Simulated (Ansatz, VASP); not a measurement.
## One calculation of Ru, two programs

```
Ru
1.0
     2.66521    0.00000    0.00000
    -1.33261    2.30814    0.00000
     0.00000    0.00000    4.15344
Ru
2
Direct
  0.33333 0.66667 0.25000
  0.66667 0.33333 0.75000
```

Change from the starting cell: strain -0.015 along x and y, -0.030 along z, atoms carried along.

Alike in both runs: task single point; functional PBE; k mesh 24 × 24 × 12; occupations gaussian, width 0.15 eV; no spin polarisation.

```csv
,VASP,Ansatz
version,VASP 6.6.1,Ansatz 0.2.0
potentials or method,"VASP PAW PBE potentials, release 64 (Ru_pv), cutoff 500 eV","scalar-relativistic, plane waves, PAW"
valence electrons in the cell,28,32
```

```csv
,VASP,Ansatz,Ansatz less VASP
gap on the k mesh at the Fermi level (eV),none,none,-
pressure (GPa),28.3,28.3,-0.02
"traceless stress, the component that is largest in VASP (GPa)",5.68,5.66,-0.010
```

A gap of «none» marks a metal or a gap that the smearing closes. Both programs put the cell under a high pressure, so it lies far from rest at this level. VASP's potentials hold 28 valence electrons a cell and Ansatz's 32, so a difference there can come from the potentials and not from the codes.
